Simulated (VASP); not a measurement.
Crystal: KF.

```
CELL_PARAMETERS angstrom
0.00000 2.65896 2.65896
2.65896 0.00000 2.65896
2.65896 2.65896 0.00000
ATOMIC_POSITIONS crystal
K 0.00000 0.00000 0.00000
F 0.50000 0.50000 0.50000
```

Program: VASP 6.6.1. Alike in all runs: task single point; no spin polarisation; cell as given; cutoff (eV) 520; smearing gaussian 0.01 eV.

Order these runs on this cell by their band gap on the k mesh, lowest first.
A. level PBE; potentials or basis VASP PAW PBE potentials, release 64 (K_sv, F); k mesh 6 × 6 × 6
B. level LDA; potentials or basis VASP PAW LDA potentials, release 64 (K_sv, F); k mesh 4 × 4 × 4
C. level r2SCAN; potentials or basis VASP PAW PBE potentials, release 64 (K_sv, F); k mesh 6 × 6 × 6

B (5.87 eV), A (6.24 eV), C (6.91 eV).

Caveats: some runs use coarse meshes.
